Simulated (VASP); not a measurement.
# AlN (P6_3mc) in VASP: a series of runs

Aim: see how the results for AlN move with the level of theory and the settings. Levels: LDA, r2SCAN. Tasks: relaxation of the atoms.

Program: VASP 6.6.1. These are calculated values, not measurements. Logs are shortened: lines on timing, memory, paths and dates and some standing lists are left out, and cuts for length are marked.

### Step 1. The cell of the first run

Symmetry: P6_3mc, No. 186, hexagonal system. The conventional cell has a = 3.092 Å, b = 3.092 Å, c = 4.981 Å, α = 90.00°, β = 90.00°, γ = 120.00°. Within 2.5 Å of Al (site symmetry 3m) lie 4 N at 1.88 to 1.90 Å. Within 2.5 Å of N (site symmetry 3m) lie 4 Al at 1.88 to 1.90 Å.

### Step 2. Relaxation of the atoms, LDA

Contents of INCAR:

```
SYSTEM = AlN
PREC     = Accurate       ! precision mode
ENCUT    = 520            ! plane-wave cutoff, eV
EDIFF    = 1E-6           ! SCF threshold, eV
ISMEAR   = 0              ! smearing method
SIGMA    = 0.05           ! smearing width, eV
LREAL    = .False.        ! projectors in reciprocal space
LASPH    = .True.         ! aspherical terms in the spheres
NELM     = 60             ! most SCF steps
ALGO     = Normal         ! electronic algorithm
ISIF     = 2              ! what is computed and relaxed
LWAVE    = .False.        ! write WAVECAR
LCHARG   = .False.        ! write CHGCAR
GGA      = CA             ! functional
IBRION   = 2              ! ionic algorithm
NSW      = 80             ! ionic steps
EDIFFG   = -0.003         ! ionic threshold
```

Contents of KPOINTS:

```
regular mesh
0
Gamma
  8 8 5
  0 0 0
```

Contents of POSCAR:

```
AlN
1.0
    3.0923340000      0.0000000000      0.0000000000
   -1.5461670000      2.6780398000      0.0000000000
    0.0000000000      0.0000000000      4.9810000000
Al N
2 2
Direct
    0.3333333333      0.6666666667      0.0000000000
    0.6666666667      0.3333333333      0.5000000000
    0.3333333333      0.6666666667      0.3820000000
    0.6666666667      0.3333333333      0.8820000000
```

Potentials or basis: VASP PAW LDA potentials, release 64 (Al, N).

The run is started by

```
$ cat potpaw_LDA.64/Al/POTCAR potpaw_LDA.64/N/POTCAR > POTCAR
$ mpirun -np 1 vasp_std > vasp.out
```

OUTCAR:

```text
SYSTEM = AlN
   PREC = Accurate
   ENCUT = 520
   EDIFF = 1E-6
   ISMEAR = 0
   LREAL = .False.
   LASPH = .True.
   NELM = 60
   ISIF = 2
   GGA = CA
   IBRION = 2
   NSW = 80
   EDIFFG = -0.003

 ion  position               nearest neighbor table
   1  0.333  0.667  0.000-   4 1.88   4 1.88   4 1.88   3 1.90   2 3.06   2 3.06   2 3.06   2 3.06
                             2 3.06   2 3.06
   2  0.667  0.333  0.500-   3 1.88   3 1.88   3 1.88   4 1.90   1 3.06   1 3.06   1 3.06   1 3.06
                             1 3.06   1 3.06
   3  0.333  0.667  0.382-   2 1.88   2 1.88   2 1.88   1 1.90
   4  0.667  0.333  0.882-   1 1.88   1 1.88   1 1.88   2 1.90

  LATTYP: Found a hexagonal cell.
 ALAT       =     3.0923340000
 C/A-ratio  =     1.6107574408

  Lattice vectors:

 A1 = (   3.0923340000,   0.0000000000,   0.0000000000)
 A2 = (  -1.5461670000,   2.6780398000,   0.0000000000)
 A3 = (   0.0000000000,   0.0000000000,   4.9810000000)

Analysis of symmetry for initial positions (statically):
=====================================================================
 Subroutine PRICEL returns:
 Original cell was already a primitive cell.

 Routine SETGRP: Setting up the symmetry group for a
 hexagonal supercell.

 Subroutine GETGRP returns: Found 12 space group operations
 (whereof  6 operations were pure point group operations)
 out of a pool of 24 trial point group operations.

The static configuration has the point symmetry C_3v.
 The point group associated with its full space group is C_6v.

Analysis of symmetry for dynamics (positions and initial velocities):
=====================================================================
 Subroutine PRICEL returns:
 Original cell was already a primitive cell.

 Routine SETGRP: Setting up the symmetry group for a
 hexagonal supercell.

 Subroutine GETGRP returns: Found 12 space group operations
 (whereof  6 operations were pure point group operations)
 out of a pool of 24 trial point group operations.

The dynamic configuration has the point symmetry C_3v.
 The point group associated with its full space group is C_6v.

 Subroutine INISYM returns: Found 12 space group operations
 (whereof  6 operations are pure point group operations),
 and found     1 'primitive' translations

----------------------------------------------------------------------------------------

                                     Primitive cell

  volume of cell :      41.2496

  direct lattice vectors                    reciprocal lattice vectors
     3.092334000  0.000000000  0.000000000     0.323380333  0.186703723  0.000000000
    -1.546167000  2.678039800  0.000000000     0.000000000  0.373407445  0.000000000
     0.000000000  0.000000000  4.981000000     0.000000000  0.000000000  0.200762899

  length of vectors
     3.092334000  3.092333999  4.981000000     0.373407445  0.373407445  0.200762899

  position of ions in fractional coordinates (direct lattice)
     0.333333333  0.666666667  0.000000000
     0.666666667  0.333333333  0.500000000
     0.333333333  0.666666667  0.382000000
     0.666666667  0.333333333  0.882000000

  ion indices of the primitive-cell ions
   primitive index   ion index
                 1           1
                 2           2
                 3           3
                 4           4

----------------------------------------------------------------------------------------

 KPOINTS: regular mesh

Automatic generation of k-mesh.
 Grid dimensions read from file:
 generate k-points for:    8    8    5

 Generating k-lattice:

  Cartesian coordinates                     Fractional coordinates (reciprocal lattice)
     0.040422542  0.023337965  0.000000000     0.125000000  0.000000000  0.000000000
     0.000000000  0.046675931  0.000000000     0.000000000  0.125000000  0.000000000
     0.000000000  0.000000000  0.040152580     0.000000000  0.000000000  0.200000000

  Length of vectors
     0.046675931  0.046675931  0.040152580

  Shift w.r.t. Gamma in fractional coordinates (k-lattice)
     0.000000000  0.000000000  0.000000000

 Subroutine IBZKPT returns following result:
 ===========================================

 Found     30 irreducible k-points:

 Following reciprocal coordinates:
            Coordinates               Weight
  0.000000  0.000000  0.000000      1.000000
  0.125000  0.000000  0.000000      6.000000
  0.250000  0.000000  0.000000      6.000000
  0.375000 -0.000000  0.000000      6.000000
  0.500000  0.000000  0.000000      3.000000
  0.125000  0.125000  0.000000      6.000000
[... 16 lines left out ...]
  0.250000  0.000000  0.400000     12.000000
  0.375000 -0.000000  0.400000     12.000000
 [... further k-points ...]
   k-points           NKPTS =     30   k-points in BZ     NKDIM =     30   number of bands    NBANDS=     12
   number of dos      NEDOS =    301   number of ions     NIONS =      4
   total plane-waves  NPLWV =  23040
   dimension x,y,z NGX =    24 NGY =   24 NGZ =   40
   dimension x,y,z NGXF=    48 NGYF=   48 NGZF=   80
   ions per type =               2   2
   NGX,Y,Z   is equivalent  to a cutoff of  12.90, 12.90, 13.35 a.u.
   NGXF,Y,Z  is equivalent  to a cutoff of  25.81, 25.81, 26.70 a.u.
 SYSTEM =  AlN
   PREC   = accura    normal or accurate (medium, high low for compatibility)
   ISTART =      0    job   : 0-new  1-cont  2-samecut
   ICHARG =      2    charge: 1-file 2-atom 10-const
   ISPIN  =      1    spin polarized calculation?
   LNONCOLLINEAR =      F non collinear calculations
   LSORBIT =      F    spin-orbit coupling
   LASPH  =      T    aspherical Exc in radial PAW
   ENCUT  =  520.0 eV  38.22 Ry    6.18 a.u.   5.75  5.75  9.26*2*pi/ulx,y,z
   NELM   =     60;   NELMIN=  2; NELMDL= -5     # of ELM steps
   EDIFF  = 0.1E-05   stopping-criterion for ELM
   LREAL  =      F    real-space projection
   EDIFFG = -.3E-02   stopping-criterion for IOM
   NSW    =     80    number of steps for IOM
   IBRION =      2    ionic relax: 0-MD 1-quasi-New 2-CG
   NFREE  =      1    steps in history (QN), initial steepest desc. (CG)
   ISIF   =      2    stress and relaxation
   ISYM   =      2    0-nonsym 1-usesym 2-fastsym
   POTIM  = 0.5000    time-step for ionic-motion
   TEBEG  =    0.0;   TEEND  =   0.0 temperature during run
   PSTRESS=    0.0 pullay stress
   NELECT =      16.0000    total number of electrons
   NUPDOWN=      -1.0000    fix difference up-down
   EMIN   =  10.00;   EMAX   =-10.00  energy-range for DOS
   EFERMI =   0.00;   METHOD = LEGACY
   ISMEAR =     0;   SIGMA  =   0.05  broadening in eV -4-tet -1-fermi 0-gaus
   EFERMI_NEDOS =   21; number of points for ismear=-14 and -15
   IALGO  =     38    algorithm
   IMIX   =      4    mixing-type and parameters
     AMIX     =   0.40;   BMIX     =  1.00
     AMIX_MAG =   1.60;   BMIX_MAG =  1.00
  volume/ion in A,a.u.               =      10.31        69.59
  Fermi-wavevector in a.u.,A,eV,Ry     =   1.193919  2.256180 19.394321  1.425442
  Thomas-Fermi vector in A             =   2.329922
   LORBIT       =      0    0 simple, 1 ext, 2 COOP (PROOUT), +10 PAW based schemes
   GGA     = CA    functional components
   LHFCALC =     F    Hartree Fock is set to
   AEXX    =    0.0000 exact exchange contribution
   IVDW    =     0    specifies the selected vdW correction
   LEPSILON=     F    determine dielectric tensor
   LRPA    =     F    only Hartree local field effects (RPA)
 conjugate gradient relaxation of ions
 non-spin polarized calculation
 Gauss-broadening in eV      SIGMA  =   0.05
  energy-cutoff  :      520.00
  volume of cell :       41.25
 maximum number of plane-waves:      1119
 NGX is ok and might be reduce to    24
   NGX = 11   NGY = 11   NGZ = 19

--------------------------------------- Ionic step        1  -------------------------------------------

 number of electron      15.9999998 magnetization

 Free energy of the ion-electron system (eV)
  ---------------------------------------------------
  ext. energy  EPLUGINS =         0.00000000
  ---------------------------------------------------
  free energy    TOTEN  =       -32.83878957 eV

  energy without entropy =      -32.83878957  energy(sigma->0) =      -32.83878957

------------------------ aborting loop because EDIFF is reached ----------------------------------------

  FORCE on cell =-STRESS in cart. coord.  units (eV):
  Direction    XX          YY          ZZ          XY          YZ          ZX
  --------------------------------------------------------------------------------------
  -------------------------------------------------------------------------------------
  Total       -0.1479393     -0.1479393     -0.7982397      0.0000000      0.0000000     -0.0000000
  in kB       -5.7461141     -5.7461141    -31.0044417      0.0000000      0.0000000     -0.0000000
  external PRESSURE =     -14.1655566 kB  Pullay stress =       0.0000000 kB
[... 61 lines left out ...]
  energy  without entropy=      -32.8392823080  energy(sigma->0) =      -32.83928231

--------------------------------------- Ionic step        3  -------------------------------------------

 number of electron      15.9999998 magnetization

 Free energy of the ion-electron system (eV)
  ---------------------------------------------------
  ext. energy  EPLUGINS =         0.00000000
  ---------------------------------------------------
  free energy    TOTEN  =       -32.83930932 eV

  energy without entropy =      -32.83930932  energy(sigma->0) =      -32.83930932

 E-fermi :   6.2213     XC(G=0): -11.3000

 val. band max:        5.9752781079   @ k =   0.0000   0.0000   0.0000
 cond. band min:      10.3449459781   @ k =   0.0000   0.0000   0.0000
 fundamental gap:      4.3696678702
 Fermi energy:         6.2212994465

 k-point     1 :       0.0000    0.0000    0.0000
  band No.  band energies     occupation
      1      -9.0941      2.00000
      2      -6.8599      2.00000
      3      -0.1160      2.00000
      4       5.1664      2.00000
      5       5.1664      2.00000
      6       5.8075      2.00000
      7       5.8075      2.00000
      8       5.9753      2.00000
      9      10.3449      0.00000
     10      12.7195      0.00000
     11      16.5458      0.00000
     12      17.1057      0.00000
[... 331 lines left out ...]
 k-point    24 :       0.3750   -0.0000    0.4000
  band No.  band energies     occupation
      1      -7.1153      2.00000
      2      -6.7212      2.00000
      3       0.6915      2.00000
      4       1.1012      2.00000
      5       3.9191      2.00000
      6       4.4599      2.00000
      7       4.8639      2.00000
      8       4.8673      2.00000
      9      11.3098      0.00000
     10      11.9392      0.00000
     11      15.0688      0.00000
     12      15.7891      0.00000

 [... further k-points ...]

------------------------ aborting loop because EDIFF is reached ----------------------------------------

  FORCE on cell =-STRESS in cart. coord.  units (eV):
  Direction    XX          YY          ZZ          XY          YZ          ZX
  --------------------------------------------------------------------------------------
  -------------------------------------------------------------------------------------
  Total       -0.2115283     -0.2115283     -0.6389033      0.0000000      0.0000000     -0.0000000
  in kB       -8.2159740     -8.2159740    -24.8156566      0.0000000      0.0000000     -0.0000000
  external PRESSURE =     -13.7492015 kB  Pullay stress =       0.0000000 kB
[... 19 lines left out ...]
  FREE ENERGIE OF THE ION-ELECTRON SYSTEM (eV)
  ---------------------------------------------------
  free  energy   TOTEN  =       -32.8393093215 eV

  energy  without entropy=      -32.8393093215  energy(sigma->0) =      -32.83930932

 reached required accuracy - stopping structural energy minimisation
```

It took 7.6 s on 1 thread of Intel Xeon 6975P-C (Granite Rapids), shared host; peak memory 0.14 GiB.

Results:

```
Free energy               : -32.8393 eV
Energy gained by relaxing : 0.1 meV/atom
Ionic steps               : 3
Pressure after relaxing   : -1.4 GPa
Band gap on the k mesh    : 4.37 eV, direct
```

Step by step:
| step | energy change (eV) | largest force (eV/Å) | pressure (GPa) |
| --- | --- | --- | --- |
| 1 | 0.0000 | 0.0810 | -1.42 |
| 2 | -0.0005 | 0.0192 | -1.37 |
| 3 | -0.0005 | 0.0006 | -1.37 |

Final structure:
```xyz
4
Lattice="3.0923 0.0000 0.0000 -1.5462 2.6780 0.0000 0.0000 0.0000 4.9810" Properties=species:S:1:pos:R:3 pbc="T T T"
Al    0.0000    1.7854    0.0032
Al    1.5462    0.8927    2.4937
N     0.0000    1.7854    1.8996
N     1.5462    0.8927    4.3901
```

### Step 3. Relaxation of the atoms, r2SCAN

POSCAR is that of step 2.

Contents of INCAR.step1:

```
PREC = Accurate ; ENCUT = 520
ISMEAR = 0 ; SIGMA = 0.05
LREAL = F ; LASPH = T
NELM = 100 ; GGA = PE
ALGO = Normal ; EDIFF = 1E-4
LWAVE = T ; LCHARG = F
```

Contents of INCAR.step2:

```
PREC = Accurate ; ENCUT = 520
EDIFF = 1E-6 ; ISMEAR = 0
SIGMA = 0.05 ; LREAL = F
LASPH = T ; NELM = 100
ALGO = Normal ; ISIF = 2
LWAVE = F ; LCHARG = F
METAGGA = R2SCAN ; LMIXTAU = T
IBRION = 2 ; NSW = 80
EDIFFG = -0.003 ; ISTART = 1
```

Contents of KPOINTS:

```
Automatic mesh
0
Gamma
  8 8 5
```

Potentials or basis: VASP PAW PBE potentials, release 64 (Al, N).

The run is started by

```
$ cat potpaw_PBE.64/Al/POTCAR potpaw_PBE.64/N/POTCAR > POTCAR
$ cp INCAR.step1 INCAR
$ mpirun -np 1 vasp_std > vasp.out
$ cp INCAR.step2 INCAR
$ mpirun -np 1 vasp_std > vasp.out
```

Run time: 53 s. Hardware: 1 thread of Intel Xeon 6975P-C (Granite Rapids), shared host; peak memory 0.16 GiB.

The run converged. Its results:

```
Free energy               : -38.4537 eV
Energy gained by relaxing : 0.1 meV/atom
Ionic steps               : 3
Pressure after relaxing   : 1.6 GPa
Band gap on the k mesh    : 5.03 eV, direct
```

Stress tensor (GPa, compression positive):
```
2.14 0.00 0.00
0.00 2.14 0.00
0.00 0.00 0.40
```

Step by step:
```tsv
step	energy change (eV)	largest force (eV/Å)	pressure (GPa)
1	0.0000	0.0825	1.56
2	-0.0005	0.0235	1.57
3	-0.0005	0.0003	1.56
```

Final structure:
```
Al N
1.0
     3.09233    0.00000    0.00000
    -1.54617    2.67804    0.00000
     0.00000    0.00000    4.98100
Al N
2 2
Cartesian
  0.0000 1.7854 0.0031
  1.5462 0.8927 2.4936
  0.0000 1.7854 1.8996
  1.5462 0.8927 4.3901
```

Levels at points of the mesh, in eV from the valence-band top:
```csv
k point,band 6,band 7,band 8,band 9,band 10,band 11
"(0.00, 0.00, 0.00)",-0.18,-0.18,0.00,5.03,7.70,11.69
"(0.50, 0.00, 0.00)",-2.09,-1.76,-0.68,6.46,6.65,9.17
```

Caveat: the PAW data sets were made with another functional, which shifts forces and pressure a little. r2SCAN opens gaps a little over a GGA but as a rule still falls short of measured ones.
